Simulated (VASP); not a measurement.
# SnSe2 (P-3m1) in VASP: a series of runs

SnSe2 is run at these levels: PBEsol; tasks: single point, relaxation of cell and atoms.

All numbers are computed with VASP 6.6.1; they aren't measurements. Logs are shortened: lines on timing, memory, paths and dates and some standing lists are left out, and cuts for length are marked.

## 1. The cell of the first run

The structure is trigonal, space group P-3m1 (No. 164). Conventional cell: a = 3.819 Å, b = 3.819 Å, c = 6.143 Å, α = 90.00°, β = 90.00°, γ = 120.00°. Sn (site symmetry -3m) has 6 Se at 2.72 Å within 3.6 Å. Within 3.6 Å of Se (site symmetry 3m) lie 3 Sn at 2.72 Å.

## 2. Single point, PBEsol

Input file INCAR:

```
ALGO = Normal
EDIFF = 1E-6
ENCUT = 520
GGA = PS
ISIF = 2
ISMEAR = 0
LASPH = T
LCHARG = F
LREAL = F
LWAVE = F
NBANDS = 20
NELM = 100
PREC = Accurate
SIGMA = 0.02
```

Input file KPOINTS:

```
k-points
0
Gamma
  12 12 6
```

Input file POSCAR:

```
SnSe2
1.0
    3.8189188567      0.0000000000      0.0000000000
   -1.9094594283      3.3072807449      0.0000000000
    0.0000000000      0.0000000000      6.1432076100
Sn Se
1 2
Direct
    0.0000000000      0.0000000000      0.0000000000
    0.3333333333      0.6666666667      0.2582340842
    0.6666666667      0.3333333333      0.7417659158
```

Potentials or basis: VASP PAW PBE potentials, release 64 (Sn_d, Se).

Run with:

```
$ cat potpaw_PBE.64/Sn_d/POTCAR potpaw_PBE.64/Se/POTCAR > POTCAR
$ mpirun -np 1 vasp_std > vasp.out
```

OUTCAR:

```text
EDIFF = 1E-6
   ENCUT = 520
   GGA = PS
   ISIF = 2
   ISMEAR = 0
   LASPH = T
   LREAL = F
   NELM = 100
   PREC = Accurate

 ion  position               nearest neighbor table
   1  0.000  0.000  0.000-   2 2.72   3 2.72   2 2.72   3 2.72   3 2.72   2 2.72
   2  0.333  0.667  0.258-   1 2.72   1 2.72   1 2.72
   3  0.667  0.333  0.742-   1 2.72   1 2.72   1 2.72

  LATTYP: Found a hexagonal cell.
 ALAT       =     3.8189188567
 C/A-ratio  =     1.6086248073

  Lattice vectors:

 A1 = (   3.8189188567,   0.0000000000,   0.0000000000)
 A2 = (  -1.9094594283,   3.3072807449,   0.0000000000)
 A3 = (   0.0000000000,   0.0000000000,   6.1432076100)

Analysis of symmetry for initial positions (statically):
=====================================================================
 Subroutine PRICEL returns:
 Original cell was already a primitive cell.

 Routine SETGRP: Setting up the symmetry group for a
 hexagonal supercell.

 Subroutine GETGRP returns: Found 12 space group operations
 (whereof 12 operations were pure point group operations)
 out of a pool of 24 trial point group operations.

The static configuration has the point symmetry D_3d.

Analysis of symmetry for dynamics (positions and initial velocities):
=====================================================================
 Subroutine PRICEL returns:
 Original cell was already a primitive cell.

 Routine SETGRP: Setting up the symmetry group for a
 hexagonal supercell.

 Subroutine GETGRP returns: Found 12 space group operations
 (whereof 12 operations were pure point group operations)
 out of a pool of 24 trial point group operations.

The dynamic configuration has the point symmetry D_3d.

 Subroutine INISYM returns: Found 12 space group operations
 (whereof 12 operations are pure point group operations),
 and found     1 'primitive' translations

----------------------------------------------------------------------------------------

                                     Primitive cell

  volume of cell :      77.5902

  direct lattice vectors                    reciprocal lattice vectors
     3.818918857  0.000000000  0.000000000     0.261854215  0.151181602  0.000000000
    -1.909459428  3.307280745  0.000000000     0.000000000  0.302363203  0.000000000
     0.000000000  0.000000000  6.143207610     0.000000000  0.000000000  0.162781411

[... 75 lines left out ...]
 SYSTEM =  unknown system
   PREC   = accura    normal or accurate (medium, high low for compatibility)
   ISTART =      0    job   : 0-new  1-cont  2-samecut
   ICHARG =      2    charge: 1-file 2-atom 10-const
   ISPIN  =      1    spin polarized calculation?
   LNONCOLLINEAR =      F non collinear calculations
   LSORBIT =      F    spin-orbit coupling
   LASPH  =      T    aspherical Exc in radial PAW
   ENCUT  =  520.0 eV  38.22 Ry    6.18 a.u.   7.10  7.10 11.42*2*pi/ulx,y,z
   NELM   =    100;   NELMIN=  2; NELMDL= -5     # of ELM steps
   EDIFF  = 0.1E-05   stopping-criterion for ELM
   LREAL  =      F    real-space projection
   EDIFFG = 0.1E-04   stopping-criterion for IOM
   NSW    =      0    number of steps for IOM
   IBRION =     -1    ionic relax: 0-MD 1-quasi-New 2-CG
   NFREE  =      0    steps in history (QN), initial steepest desc. (CG)
   ISIF   =      2    stress and relaxation
   ISYM   =      2    0-nonsym 1-usesym 2-fastsym
   POTIM  = 0.5000    time-step for ionic-motion
   TEBEG  =    0.0;   TEEND  =   0.0 temperature during run
   PSTRESS=    0.0 pullay stress
   NELECT =      26.0000    total number of electrons
   NUPDOWN=      -1.0000    fix difference up-down
   EMIN   =  10.00;   EMAX   =-10.00  energy-range for DOS
   EFERMI =   0.00;   METHOD = LEGACY
   ISMEAR =     0;   SIGMA  =   0.02  broadening in eV -4-tet -1-fermi 0-gaus
   EFERMI_NEDOS =   21; number of points for ismear=-14 and -15
   IALGO  =     38    algorithm
   IMIX   =      4    mixing-type and parameters
     AMIX     =   0.40;   BMIX     =  1.00
     AMIX_MAG =   1.60;   BMIX_MAG =  1.00
  volume/ion in A,a.u.               =      25.86       174.53
  Fermi-wavevector in a.u.,A,eV,Ry     =   1.137096  2.148799 17.592154  1.292987
  Thomas-Fermi vector in A             =   2.273801
   LORBIT       =      0    0 simple, 1 ext, 2 COOP (PROOUT), +10 PAW based schemes
   GGA     = PS    functional components
   LHFCALC =     F    Hartree Fock is set to
   AEXX    =    0.0000 exact exchange contribution
   IVDW    =     0    specifies the selected vdW correction
   LEPSILON=     F    determine dielectric tensor
   LRPA    =     F    only Hartree local field effects (RPA)
 non-spin polarized calculation
 Gauss-broadening in eV      SIGMA  =   0.02
  energy-cutoff  :      520.00
  volume of cell :       77.59
 maximum number of plane-waves:      2121
   NGX = 15   NGY = 15   NGZ = 23

 number of electron      26.0000007 magnetization

 Free energy of the ion-electron system (eV)
  ---------------------------------------------------
  ext. energy  EPLUGINS =         0.00000000
  ---------------------------------------------------
  free energy    TOTEN  =       -12.98384752 eV

  energy without entropy =      -12.98384752  energy(sigma->0) =      -12.98384752

 E-fermi :   4.2371     XC(G=0):  -9.6617

 val. band max:        4.0755460105   @ k =   0.0833   0.0833   0.0000
 cond. band min:       4.5495279137   @ k =   0.0000   0.4167   0.3333
 fundamental gap:      0.4739819032
 Fermi energy:         4.2370678788

 k-point     1 :       0.0000    0.0000    0.0000
  band No.  band energies     occupation
      1     -17.1195      2.00000
      2     -17.1195      2.00000
      3     -17.0820      2.00000
      4     -17.0696      2.00000
      5     -17.0696      2.00000
      6      -9.8227      2.00000
[... 541 lines left out ...]
     19      11.8806      0.00000
     20      12.9157      0.00000

 [... further k-points ...]
[... 5 lines left out ...]
  --------------------------------------------------------------------------------------
  -------------------------------------------------------------------------------------
  Total        0.0426261      0.0426261      0.0665111      0.0000000      0.0000000      0.0000000
  in kB        0.8801965      0.8801965      1.3734037      0.0000000      0.0000000      0.0000000
  external PRESSURE =       1.0445989 kB  Pullay stress =       0.0000000 kB

 VOLUME and BASIS-vectors are now :
 -----------------------------------------------------------------------------
  energy-cutoff  :      520.00
  volume of cell :       77.59
      direct lattice vectors                 reciprocal lattice vectors
     3.818918857  0.000000000  0.000000000     0.261854215  0.151181602  0.000000000
    -1.909459428  3.307280745  0.000000000     0.000000000  0.302363203  0.000000000
     0.000000000  0.000000000  6.143207610     0.000000000  0.000000000  0.162781411

 POSITION                                       TOTAL-FORCE (eV/Angst)
 -----------------------------------------------------------------------------------
      0.00000      0.00000      0.00000        -0.000000      0.000000      0.000000
     -0.00000      2.20485      1.58639         0.000000     -0.000000      0.016734
      1.90946      1.10243      4.55682         0.000000      0.000000     -0.016734
 -----------------------------------------------------------------------------------
    total drift:                               -0.000000     -0.000000      0.000000

  FREE ENERGIE OF THE ION-ELECTRON SYSTEM (eV)
  ---------------------------------------------------
  free  energy   TOTEN  =       -12.9838475153 eV

  energy  without entropy=      -12.9838475153  energy(sigma->0) =      -12.98384752
```

OSZICAR:

```text
N       E                     dE             d eps       ncg     rms          rms(c)
DAV:   1     0.202512951974E+03    0.20251E+03   -0.12114E+04  4088   0.147E+03
DAV:   2     0.100224069506E+02   -0.19249E+03   -0.18491E+03  4288   0.383E+02
DAV:   3    -0.124553286632E+02   -0.22478E+02   -0.21946E+02  4940   0.113E+02
DAV:   4    -0.132287591421E+02   -0.77343E+00   -0.77229E+00  4804   0.219E+01
DAV:   5    -0.132472219631E+02   -0.18463E-01   -0.18462E-01  5480   0.355E+00    0.493E+00
DAV:   6    -0.130112276262E+02    0.23599E+00   -0.45833E-01  5908   0.747E+00    0.312E+00
DAV:   7    -0.129857120406E+02    0.25516E-01   -0.13538E-01  4800   0.251E+00    0.903E-01
DAV:   8    -0.129838018992E+02    0.19101E-02   -0.10659E-02  5200   0.965E-01    0.255E-01
DAV:   9    -0.129838356370E+02   -0.33738E-04   -0.11261E-03  4584   0.247E-01    0.743E-02
DAV:  10    -0.129838358606E+02   -0.22359E-06   -0.91980E-05  5016   0.611E-02    0.280E-02
DAV:  11    -0.129838473943E+02   -0.11534E-04   -0.20012E-05  4504   0.250E-02    0.566E-03
DAV:  12    -0.129838475153E+02   -0.12101E-06   -0.10522E-06  3412   0.774E-03
   1 F= -.12983848E+02 E0= -.12983848E+02  d E =-.369811E-32
```

stdout:

```text
POSCAR found type information on POSCAR SnSe
 POSCAR found :  2 types and       3 ions
 scaLAPACK will be used
 -----------------------------------------------------------------------------
|                                                                             |
|                                                                             |
|     You enforced a specific xc type in the INCAR file but a different       |
|     I HOPE YOU KNOW WHAT YOU ARE DOING!                                     |
|                                                                             |
 -----------------------------------------------------------------------------

 LDA part: xc-table for (Slater+PW92), standard interpolation
 POSCAR, INCAR and KPOINTS ok, starting setup
 FFT: planning ... GRIDC
 FFT: planning ... GRID_SOFT
 FFT: planning ... GRID
 WAVECAR not read
 entering main loop
```

It took 62 s on 1 thread of Intel Xeon Platinum 8488C (Sapphire Rapids), shared host; peak memory 0.29 GiB.

What came out:

```yaml
Free_energy: -12.9838 eV
Pressure: 0.1 GPa
Largest_force: 0.017 eV/Å
Band_gap_on_the_k_mesh: 0.47 eV, indirect (least direct gap 0.97 eV)
```

Forces on the atoms (eV/Å):
```
Sn   0.000  0.000  0.000
Se   0.000  0.000  0.017
Se   0.000  0.000 -0.017
```

Caveat: the PAW data sets were made with another functional, which shifts forces and pressure a little; spin-orbit coupling is left out, which moves the levels of the heavy elements; this functional lacks dispersion, which binds the layers, so the pressure and a relaxed spacing across them are unreliable. A k mesh can miss the band edges.

## 3. Relaxation of cell and atoms, PBEsol

This run uses another cell than the first one, of 25.58 Å³/atom, 0.989 times its volume.

Input file INCAR:

```
SYSTEM = SnSe2
PREC     = Accurate       ! precision mode
ENCUT    = 600            ! plane-wave cutoff, eV
EDIFF    = 1E-6           ! SCF threshold, eV
ISMEAR   = 0              ! smearing method
SIGMA    = 0.02           ! smearing width, eV
LREAL    = .False.        ! projectors in reciprocal space
LASPH    = .True.         ! aspherical terms in the spheres
NELM     = 100            ! most SCF steps
ALGO     = Normal         ! electronic algorithm
ISIF     = 3              ! what is computed and relaxed
LWAVE    = .False.        ! write WAVECAR
LCHARG   = .False.        ! write CHGCAR
GGA      = PS             ! functional
IBRION   = 2              ! ionic algorithm
NSW      = 70             ! ionic steps
EDIFFG   = -0.005         ! ionic threshold
```

Input file KPOINTS:

```
Automatic mesh
0
Gamma
  12 12 6
  0 0 0
```

Input file POSCAR:

```
SnSe2
1.0
    3.8380776335      0.0000000000      0.0000000000
   -1.9190388167      3.3238727323      0.0000000000
    0.0000000000      0.0000000000      6.0146785272
Sn Se
1 2
Direct
    0.0000000000      0.0000000000      0.0000000000
    0.3333333333      0.6666666667      0.2650914469
    0.6666666667      0.3333333333      0.7349085531
```

Potentials or basis: VASP PAW PBE potentials, release 64 (Sn_d, Se).

Run with:

```
$ cat potpaw_PBE.64/Sn_d/POTCAR potpaw_PBE.64/Se/POTCAR > POTCAR
$ mpirun -np 1 vasp_std > vasp.out
```

Wall time 8.6 min (1 thread of Intel Xeon Platinum 8488C (Sapphire Rapids), shared host); peak memory 0.35 GiB.

The run converged. Its results:

- Free energy: -12.9841 eV
- Relaxed volume: 25.90 Å³/atom
- Relaxed cell: a = 3.820 Å, b = 3.820 Å, c = 6.149 Å, α = 90.00°, β = 90.00°, γ = 120.00°
- Space group after relaxing (to 0.05 Å): P-3m1 (No. 164)
- Energy gained by relaxing: 1.4 meV/atom
- Ionic steps: 12
- Pressure after relaxing: 0.0 GPa
- Band gap on the k mesh: 0.47 eV, indirect (least direct gap 0.97 eV)

The path:
| step | energy change (eV) | largest force (eV/Å) | pressure (GPa) | volume (Å³) |
| --- | --- | --- | --- | --- |
| 1 | 0.0000 | 0.1255 | -0.53 | 76.73 |
| 2 | -0.0008 | 0.0209 | 0.50 | 75.79 |
| 3 | -0.0014 | 0.0374 | 0.10 | 76.16 |
| 4 | -0.0018 | 0.0365 | 0.07 | 76.24 |
| 5 | -0.0027 | 0.0343 | 0.09 | 76.48 |
| 6 | -0.0037 | 0.0293 | 0.11 | 76.96 |
| 7 | -0.0033 | 0.0180 | 0.18 | 77.90 |
| 8 | -0.0039 | 0.0226 | 0.12 | 77.32 |
| 9 | -0.0042 | 0.0235 | -0.16 | 77.88 |
| 10 | -0.0042 | 0.0232 | -0.07 | 77.75 |
| 11 | -0.0042 | 0.0276 | 0.13 | 77.67 |
| 12 | -0.0043 | 0.0001 | -0.01 | 77.71 |

Final structure:
```
Sn Se
1.0
     3.82008    0.00000    0.00000
    -1.91004    3.30829    0.00000
     0.00000    0.00000    6.14902
Sn Se
1 2
Direct
  0.00000 0.00000 0.00000
  0.33333 0.66667 0.25823
  0.66667 0.33333 0.74177
```

Levels at points of the mesh, in eV from the valence-band top:
```
           k point  band 9  band 10  band 11  band 12  band 13  band 14  band 15  band 16  band 17
(0.00, 0.00, 0.00)   -0.61    -0.61    -0.37    -0.37    -0.14     0.83     2.93     4.55     4.55
(0.50, 0.00, 0.00)   -4.41    -3.08    -2.55    -1.47    -0.31     1.09     3.55     5.10     5.10
(0.00, 0.00, 0.50)   -2.31    -0.73    -0.73    -0.17    -0.17     2.42     2.82     4.25     4.25
(0.50, 0.00, 0.50)   -4.94    -2.34    -2.06    -0.96    -0.78     0.61     3.93     4.54     5.64
```

Caveat: the PAW data sets were made with another functional, which shifts forces and pressure a little; spin-orbit coupling is left out, which moves the levels of the heavy elements; this functional lacks dispersion, which binds the layers, so the pressure and a relaxed spacing across them are unreliable.
